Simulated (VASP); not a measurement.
A run of VASP 6.6.1 is set up as follows.

POSCAR

```
AlRu
1.0
    3.0663900000      0.0000000000      0.0000000000
    0.0000000000      3.0663900000      0.0000000000
    0.0000000000      0.0000000000      2.9168100000
Al Ru
1 1
Direct
    0.0000000000      0.0000000000      0.0000000000
    0.5000000000      0.5000000000      0.5000000000
```

INCAR.step1

```
PREC = Accurate
ENCUT = 520
ISMEAR = 0
SIGMA = 0.15
LREAL = F
LASPH = T
NELM = 80
NBANDS = 16
GGA = PE
ALGO = Normal
EDIFF = 1E-4
LWAVE = T
LCHARG = F
```

Contents of INCAR.step2:

```
PREC = Accurate
ENCUT = 520
EDIFF = 1E-7
ISMEAR = 0
SIGMA = 0.15
LREAL = F
LASPH = T
NELM = 80
ALGO = Normal
ISIF = 2
LWAVE = F
LCHARG = F
METAGGA = R2SCAN
LMIXTAU = T
NBANDS = 16
ISTART = 1
```

KPOINTS

```
regular mesh
0
Gamma
  16 16 16
```

Potentials or basis: VASP PAW PBE potentials, release 64 (Al, Ru_pv).

Launch:

```console
$ cat potpaw_PBE.64/Al/POTCAR potpaw_PBE.64/Ru_pv/POTCAR > POTCAR
$ cp INCAR.step1 INCAR
$ mpirun -np 1 vasp_std > vasp.out
$ cp INCAR.step2 INCAR
$ mpirun -np 1 vasp_std > vasp.out
```

Estimate the pressure.

-6.4 GPa.

Estimate the band gap on the k mesh.

zero (an odd number of electrons rules out a gap without spin polarisation).

Stress tensor (GPa, compression positive):
```
-9.46  0.00  0.00
 0.00 -9.46  0.00
 0.00  0.00 -0.38
```

Caveat: the cell differs from its parent crystal (strain +0.025 along x and y, -0.025 along z); the stress differs along the axes, from -9 to -0 GPa; the PAW data sets were made with another functional, which shifts forces and pressure a little.
